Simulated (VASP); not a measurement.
# PbS (R3m) in VASP: a series of runs

PbS is run at these levels: PBE+D3(BJ); tasks: single point, relaxation of shape and atoms at fixed volume.

All numbers are computed with VASP 6.6.1; they aren't measurements. Logs are shortened: lines on timing, memory, paths and dates and some standing lists are left out, and cuts for length are marked.

## 1. The cell of the first run

The typed cell holds 2 atoms: a = 4.197 Å, b = 4.197 Å, c = 4.197 Å, α = 59.97°, β = 59.97°, γ = 59.97°.

## 2. Single point, PBE+D3(BJ)

The input, INCAR:

```
SYSTEM = PbS
ALGO = Normal ; EDIFF = 1E-6
ENCUT = 520 ; GGA = PE
ISIF = 2 ; ISMEAR = 0
IVDW = 12 ; LASPH = .True.
LCHARG = .True. ; LELF = .True.
LREAL = .False. ; LVHAR = .True.
LWAVE = .False. ; NBANDS = 17
NELM = 60 ; PREC = Accurate
SIGMA = 0.03
```

The input, KPOINTS:

```
k-points
0
Gamma
  12 12 12
  0 0 0
```

The input, POSCAR:

```
PbS
1.0
    2.0975659383      1.2110302591      3.4279856248
   -2.0975659383      1.2110302591      3.4279856248
    0.0000000000     -2.4220605183      3.4279856248
Pb S
1 1
Direct
    0.9779892340      0.9779892340      0.9779892340
    0.4776120960      0.4776120960      0.4776120960
```

Potentials or basis: VASP PAW PBE potentials, release 64 (Pb_d, S).

On the command line:

```bash
> cat potpaw_PBE.64/Pb_d/POTCAR potpaw_PBE.64/S/POTCAR > POTCAR
> mpirun -np 1 vasp_std > vasp.out
```

OUTCAR:

```text
SYSTEM = PbS
   EDIFF = 1E-6
   ENCUT = 520
   GGA = PE
   ISIF = 2
   ISMEAR = 0
   IVDW = 12
   LASPH = .True.
   LREAL = .False.
   NELM = 60
   PREC = Accurate
 IVDW          = 12

 ion  position               nearest neighbor table
   1  0.978  0.978  0.978-   2 2.96   2 2.96   2 2.96   2 2.97   2 2.97   2 2.97
   2  0.478  0.478  0.478-   1 2.96   1 2.96   1 2.96   1 2.97   1 2.97   1 2.97

  LATTYP: Found a trigonal (rhomboedric) cell.
 ALAT       =     4.1973161184
 COS(alpha) =     0.5005202547

  Lattice vectors:

 A1 = (   2.0975659383,   1.2110302591,   3.4279856248)
 A2 = (  -2.0975659383,   1.2110302591,   3.4279856248)
 A3 = (   0.0000000000,  -2.4220605183,   3.4279856248)

Analysis of symmetry for initial positions (statically):
=====================================================================
 Subroutine PRICEL returns:
 Original cell was already a primitive cell.

 Routine SETGRP: Setting up the symmetry group for a
 trigonal (rhombohedral) supercell.

 Subroutine GETGRP returns: Found  6 space group operations
 (whereof  6 operations were pure point group operations)
 out of a pool of 12 trial point group operations.

The static configuration has the point symmetry C_3v.

Analysis of symmetry for dynamics (positions and initial velocities):
=====================================================================
 Subroutine PRICEL returns:
 Original cell was already a primitive cell.

 Routine SETGRP: Setting up the symmetry group for a
 trigonal (rhombohedral) supercell.

 Subroutine GETGRP returns: Found  6 space group operations
 (whereof  6 operations were pure point group operations)
 out of a pool of 12 trial point group operations.

The dynamic configuration has the point symmetry C_3v.

 Subroutine INISYM returns: Found  6 space group operations
 (whereof  6 operations are pure point group operations),
 and found     1 'primitive' translations

----------------------------------------------------------------------------------------

                                     Primitive cell

  volume of cell :      52.2469

  direct lattice vectors                    reciprocal lattice vectors
     2.097565938  1.211030259  3.427985625     0.238371529  0.137623866  0.097238836
    -2.097565938  1.211030259  3.427985625    -0.238371529  0.137623866  0.097238836
     0.000000000 -2.422060518  3.427985625     0.000000000 -0.275247733  0.097238836

  length of vectors
     4.197316118  4.197316118  4.197316118     0.291919006  0.291919006  0.291919006

  position of ions in fractional coordinates (direct lattice)
     0.977989234  0.977989234  0.977989234
     0.477612096  0.477612096  0.477612096

  ion indices of the primitive-cell ions
   primitive index   ion index
                 1           1
                 2           2

----------------------------------------------------------------------------------------

 KPOINTS: k-points

Automatic generation of k-mesh.
 Grid dimensions read from file:
 generate k-points for:   12   12   12

 Generating k-lattice:

  Cartesian coordinates                     Fractional coordinates (reciprocal lattice)
     0.019864294  0.011468656  0.008103236     0.083333333 -0.000000000 -0.000000000
    -0.019864294  0.011468656  0.008103236    -0.000000000  0.083333333 -0.000000000
     0.000000000 -0.022937311  0.008103236     0.000000000  0.000000000  0.083333333

  Length of vectors
     0.024326584  0.024326584  0.024326584

  Shift w.r.t. Gamma in fractional coordinates (k-lattice)
     0.000000000  0.000000000  0.000000000

 Subroutine IBZKPT returns following result:
 ===========================================

 Found    189 irreducible k-points:

 Following reciprocal coordinates:
            Coordinates               Weight
  0.000000  0.000000  0.000000      1.000000
  0.083333 -0.000000  0.000000      6.000000
  0.166667 -0.000000  0.000000      6.000000
  0.250000 -0.000000 -0.000000      6.000000
  0.333333 -0.000000 -0.000000      6.000000
  0.416667  0.000000  0.000000      6.000000
[... 16 lines left out ...]
  0.500000  0.166667  0.000000     12.000000
 -0.416667  0.166667 -0.000000     12.000000
 [... further k-points ...]
   k-points           NKPTS =    189   k-points in BZ     NKDIM =    189   number of bands    NBANDS=     17
   number of dos      NEDOS =    301   number of ions     NIONS =      2
   total plane-waves  NPLWV =  32768
   dimension x,y,z NGX =    32 NGY =   32 NGZ =   32
   dimension x,y,z NGXF=    64 NGYF=   64 NGZF=   64
   ions per type =               1   1
   NGX,Y,Z   is equivalent  to a cutoff of  12.67, 12.67, 12.67 a.u.
   NGXF,Y,Z  is equivalent  to a cutoff of  25.35, 25.35, 25.35 a.u.
 SYSTEM =  PbS
   PREC   = accura    normal or accurate (medium, high low for compatibility)
   ISTART =      0    job   : 0-new  1-cont  2-samecut
   ICHARG =      2    charge: 1-file 2-atom 10-const
   ISPIN  =      1    spin polarized calculation?
   LNONCOLLINEAR =      F non collinear calculations
   LSORBIT =      F    spin-orbit coupling
   LASPH  =      T    aspherical Exc in radial PAW
   ENCUT  =  520.0 eV  38.22 Ry    6.18 a.u.   7.80  7.80  7.80*2*pi/ulx,y,z
   NELM   =     60;   NELMIN=  2; NELMDL= -5     # of ELM steps
   EDIFF  = 0.1E-05   stopping-criterion for ELM
   LREAL  =      F    real-space projection
   EDIFFG = 0.1E-04   stopping-criterion for IOM
   NSW    =      0    number of steps for IOM
   IBRION =     -1    ionic relax: 0-MD 1-quasi-New 2-CG
   NFREE  =      0    steps in history (QN), initial steepest desc. (CG)
   ISIF   =      2    stress and relaxation
   ISYM   =      2    0-nonsym 1-usesym 2-fastsym
   POTIM  = 0.5000    time-step for ionic-motion
   TEBEG  =    0.0;   TEEND  =   0.0 temperature during run
   PSTRESS=    0.0 pullay stress
   NELECT =      20.0000    total number of electrons
   NUPDOWN=      -1.0000    fix difference up-down
   EMIN   =  10.00;   EMAX   =-10.00  energy-range for DOS
   EFERMI =   0.00;   METHOD = LEGACY
   ISMEAR =     0;   SIGMA  =   0.03  broadening in eV -4-tet -1-fermi 0-gaus
   EFERMI_NEDOS =   21; number of points for ismear=-14 and -15
   IALGO  =     38    algorithm
   IMIX   =      4    mixing-type and parameters
     AMIX     =   0.40;   BMIX     =  1.00
     AMIX_MAG =   1.60;   BMIX_MAG =  1.00
  volume/ion in A,a.u.               =      26.12       176.29
  Fermi-wavevector in a.u.,A,eV,Ry     =   1.188679  2.246277 19.224453  1.412957
  Thomas-Fermi vector in A             =   2.324803
   LORBIT       =      0    0 simple, 1 ext, 2 COOP (PROOUT), +10 PAW based schemes
   GGA     = PE    functional components
   LHFCALC =     F    Hartree Fock is set to
   AEXX    =    0.0000 exact exchange contribution
   IVDW    =    12    specifies the selected vdW correction
   LEPSILON=     F    determine dielectric tensor
   LRPA    =     F    only Hartree local field effects (RPA)
 non-spin polarized calculation
 Gauss-broadening in eV      SIGMA  =   0.03
  energy-cutoff  :      520.00
  volume of cell :       52.25
 maximum number of plane-waves:      1424
   NGX = 15   NGY = 15   NGZ = 15

 number of electron      20.0000002 magnetization

 Free energy of the ion-electron system (eV)
  ---------------------------------------------------
  ext. energy  EPLUGINS =         0.00000000
  ---------------------------------------------------
  free energy    TOTEN  =        -8.75649753 eV

  energy without entropy =       -8.75649753  energy(sigma->0) =       -8.75649753

 E-fermi :   5.9254     XC(G=0):  -9.6753

 val. band max:        5.8057995490   @ k =   0.5000   0.5000   0.5000
 cond. band min:       6.1707638030   @ k =   0.5000  -0.0000  -0.0000
 fundamental gap:      0.3649642540
 Fermi energy:         5.9253568560

 k-point     1 :       0.0000    0.0000    0.0000
  band No.  band energies     occupation
      1     -11.0185      2.00000
      2     -11.0185      2.00000
      3     -11.0184      2.00000
      4     -11.0019      2.00000
      5     -11.0019      2.00000
      6      -7.7802      2.00000
[... 9 lines left out ...]
     16      12.5414      0.00000
     17      14.4664      0.00000

 k-point     2 :       0.0833   -0.0000    0.0000
  band No.  band energies     occupation
      1     -11.0182      2.00000
      2     -11.0167      2.00000
      3     -11.0167      2.00000
      4     -11.0028      2.00000
      5     -11.0028      2.00000
      6      -7.7206      2.00000
[... 9 lines left out ...]
     16      12.7247      0.00000
     17      15.0825      0.00000

 k-point     3 :       0.1667   -0.0000    0.0000
  band No.  band energies     occupation
      1     -11.0173      2.00000
      2     -11.0160      2.00000
      3     -11.0159      2.00000
      4     -11.0009      2.00000
      5     -11.0006      2.00000
      6      -7.5471      2.00000
[... 9 lines left out ...]
     16      13.1472      0.00000
     17      16.3138      0.00000

 k-point     4 :       0.2500   -0.0000   -0.0000
  band No.  band energies     occupation
      1     -11.0216      2.00000
      2     -11.0213      2.00000
      3     -11.0164      2.00000
      4     -10.9916      2.00000
      5     -10.9914      2.00000
      6      -7.2783      2.00000
[... 9 lines left out ...]
     16      13.7623      0.00000
     17      17.6957      0.00000
[... 343 lines left out ...]
      1     -11.0591      2.00000
      2     -11.0175      2.00000
      3     -11.0141      2.00000
      4     -10.9863      2.00000
      5     -10.9697      2.00000
      6      -6.6737      2.00000
[... 9 lines left out ...]
     16      16.1365      0.00000
     17      17.1518      0.00000

 k-point    23 :       0.5000    0.1667    0.0000
  band No.  band energies     occupation
      1     -11.0607      2.00000
      2     -11.0199      2.00000
      3     -11.0115      2.00000
      4     -10.9838      2.00000
      5     -10.9678      2.00000
      6      -6.4474      2.00000
[... 9 lines left out ...]
     16      16.2019      0.00000
     17      16.6500      0.00000

 k-point    24 :      -0.4167    0.1667   -0.0000
  band No.  band energies     occupation
      1     -11.0561      2.00000
      2     -11.0235      2.00000
      3     -11.0079      2.00000
      4     -10.9824      2.00000
      5     -10.9719      2.00000
      6      -6.4126      2.00000
[... 9 lines left out ...]
     16      15.3565      0.00000
     17      17.2542      0.00000

 [... further k-points ...]

------------------------ aborting loop because EDIFF is reached ----------------------------------------

 Edisp (eV)   -0.69338

 E8    (eV) :    -0.3122

  FORCE on cell =-STRESS in cart. coord.  units (eV):
  Direction    XX          YY          ZZ          XY          YZ          ZX
  --------------------------------------------------------------------------------------
  -------------------------------------------------------------------------------------
  Total      -0.02541    -0.02541    -0.03497     0.00000     0.00000     0.00000
  in kB      -0.77914    -0.77914    -1.07233     0.00000     0.00000     0.00000
  external pressure =       -0.88 kB  Pullay stress =        0.00 kB

 VOLUME and BASIS-vectors are now :
 -----------------------------------------------------------------------------
  energy-cutoff  :      520.00
  volume of cell :       52.25
      direct lattice vectors                 reciprocal lattice vectors
     2.097565938  1.211030259  3.427985625     0.238371529  0.137623866  0.097238836
    -2.097565938  1.211030259  3.427985625    -0.238371529  0.137623866  0.097238836
     0.000000000 -2.422060518  3.427985625     0.000000000 -0.275247733  0.097238836

 POSITION                                       TOTAL-FORCE (eV/Angst)
 -----------------------------------------------------------------------------------
      0.00000     -0.00000     10.05760         0.000000      0.000000     -0.002055
      0.00000     -0.00000      4.91174         0.000000     -0.000000      0.002055
 -----------------------------------------------------------------------------------
    total drift:                               -0.000000     -0.000000      0.000017

  FREE ENERGIE OF THE ION-ELECTRON SYSTEM (eV)
  ---------------------------------------------------
  free  energy   TOTEN  =        -9.4498755772 eV

  energy  without entropy=       -9.4498755772  energy(sigma->0) =       -9.44987558
```

It took 2.7 min on 1 thread of Intel Xeon 8259CL, shared host; peak memory 0.3 GiB.

Results:

```yaml
Free_energy: -9.4499 eV
Pressure: -0.1 GPa
Band_gap_on_the_k_mesh: 0.36 eV
Dispersion_energy_per_atom: -0.347 eV
```

Forces in eV/Å, atoms in the order of the input:
```
Pb   0.000  0.000 -0.002
S    0.000  0.000  0.002
```

Caveat: spin-orbit coupling is left out, which moves the levels of the heavy elements.

## 3. Relaxation of shape and atoms at fixed volume, PBE+D3(BJ) (27.69 Å³/atom)

This run uses another cell than the first one, of 27.69 Å³/atom.

The input, INCAR:

```
SYSTEM = PbS
  ALGO = Normal
  EDIFF = 1E-7
  EDIFFG = -0.01
  ENCUT = 600
  GGA = PE
  IBRION = 2
  ISIF = 4
  ISMEAR = 0
  IVDW = 12
  LASPH = .True.
  LCHARG = .False.
  LREAL = .False.
  LWAVE = .False.
  NELM = 100
  NSW = 50
  PREC = Accurate
  SIGMA = 0.02
```

KPOINTS is that of step 2.

The input, POSCAR:

```
PbS
1.0
    2.1387051269      1.2347819807      3.4952180960
   -2.1387051269      1.2347819807      3.4952180960
    0.0000000000     -2.4695639615      3.4952180960
Pb S
1 1
Direct
    0.9779892341      0.9779892341      0.9779892341
    0.4776120959      0.4776120959      0.4776120959
```

Potentials or basis: VASP PAW PBE potentials, release 64 (Pb_d, S).

On the command line:

```bash
> cat potpaw_PBE.64/Pb_d/POTCAR potpaw_PBE.64/S/POTCAR > POTCAR
> mpirun -np 1 vasp_std > vasp.out
```

It took 93 s on 1 thread of Intel Xeon 6975P-C (Granite Rapids), shared host; peak memory 0.34 GiB.

Results (log left out):

- Free energy: -9.4198 eV
- Pressure after relaxing: -2.9 GPa
- Band gap on the k mesh: 0.56 eV
- Dispersion energy per atom: -0.327 eV

Final structure:
```
Pb S
1.0
     2.13871    1.23478    3.49522
    -2.13871    1.23478    3.49522
     0.00000   -2.46956    3.49522
Pb S
1 1
Direct
  0.97799 0.97799 0.97799
  0.47761 0.47761 0.47761
```

Levels at points of the mesh, in eV from the valence-band top:
```csv
k point,band 8,band 9,band 10,band 11,band 12,band 13
"(0.00, 0.00, 0.00)",-1.83,-1.83,-1.83,5.09,5.09,5.09
"(0.50, 0.00, 0.00)",-1.48,-1.48,0.00,0.56,2.13,2.14
"(0.50, 0.50, 0.00)",-4.64,-3.01,-3.01,4.17,5.43,5.51
"(0.50, 0.50, 0.50)",-1.48,-1.48,0.00,0.57,2.14,2.14
```

Caveat: spin-orbit coupling is left out, which moves the levels of the heavy elements.

## 4. Relaxation of shape and atoms at fixed volume, PBE+D3(BJ) (28.74 Å³/atom)

This run uses another cell than the first one, of 28.74 Å³/atom.

The input, INCAR:

```
  PREC = Accurate
  ENCUT = 600
  EDIFF = 1E-6
  ISMEAR = 0
  SIGMA = 0.02
  LREAL = False
  LASPH = True
  NELM = 60
  ALGO = Normal
  ISIF = 4
  LWAVE = False
  LCHARG = False
  GGA = PE
  IVDW = 12
  IBRION = 2
  NSW = 50
  EDIFFG = -0.01
```

The input, KPOINTS:

```
Automatic mesh
0
Gamma
  12 12 12
```

The input, POSCAR:

```
PbS
1.0
    2.1652756093      1.2501224559      3.5386413944
   -2.1652756093      1.2501224559      3.5386413944
    0.0000000000     -2.5002449118      3.5386413944
Pb S
1 1
Direct
    0.9779892341      0.9779892341      0.9779892341
    0.4776120959      0.4776120959      0.4776120959
```

On the command line:

```bash
> cat potpaw_PBE.64/Pb_d/POTCAR potpaw_PBE.64/S/POTCAR > POTCAR
> mpirun -np 1 vasp_std > vasp.out
```

Run time: 86 s. Hardware: 1 thread of Intel Xeon 6975P-C (Granite Rapids), shared host; peak memory 0.35 GiB.

The run converged. Its results:

```yaml
Free_energy: -9.3744 eV
Pressure_after_relaxing: -3.7 GPa
Band_gap_on_the_k_mesh: 0.67 eV
Dispersion_energy_per_atom: -0.317 eV
```

Final structure:
```yaml
crystal:
  lattice:
    - [2.16528, 1.25012, 3.53864]
    - [-2.16528, 1.25012, 3.53864]
    - [0.00000, -2.50024, 3.53864]
  atoms:
    - { symbol: Pb, position: [0.97799, 0.97799, 0.97799] }
    - { symbol: S, position: [0.47761, 0.47761, 0.47761] }
```

Levels at points of the mesh, in eV from the valence-band top:
```csv
k point,band 6,band 7,band 8,band 9,band 10,band 11,band 12,band 13,band 14
"(0.00, 0.00, 0.00)",-12.70,-6.13,-1.64,-1.63,-1.63,5.00,5.00,5.00,7.03
"(0.50, 0.00, 0.00)",-11.68,-8.26,-1.31,-1.31,0.00,0.67,2.22,2.22,8.61
"(0.50, 0.50, 0.00)",-11.39,-7.01,-4.32,-2.76,-2.76,4.35,5.33,5.40,5.40
"(0.50, 0.50, 0.50)",-11.68,-8.26,-1.31,-1.31,0.00,0.67,2.23,2.23,8.61
```

Caveat: spin-orbit coupling is left out, which moves the levels of the heavy elements. A k mesh can miss the band edges.

## 5. Overview

```csv
task,cell,cutoff (eV),smearing,gap on the mesh (eV),pressure (GPa)
single point,"a = 4.197 Å, angles 60.0°, 2 atoms",520,gaussian 0.03 eV,0.36,-0.1
relaxation of shape and atoms at fixed volume,"relaxed from a = 4.280 Å, angles 60.0°, 2 atoms",600,gaussian 0.02 eV,0.56,-2.9
relaxation of shape and atoms at fixed volume,"relaxed from a = 4.333 Å, angles 60.0°, 2 atoms",600,gaussian 0.02 eV,0.67,-3.7
```

Alike in all rows: level PBE+D3(BJ); potentials or basis VASP PAW PBE potentials, release 64 (Pb_d, S); no spin polarisation; k mesh 12 × 12 × 12.

Caveats: spin-orbit coupling is left out, which moves the levels of the heavy elements.

Absolute energies hang on the potentials; compare differences alone.
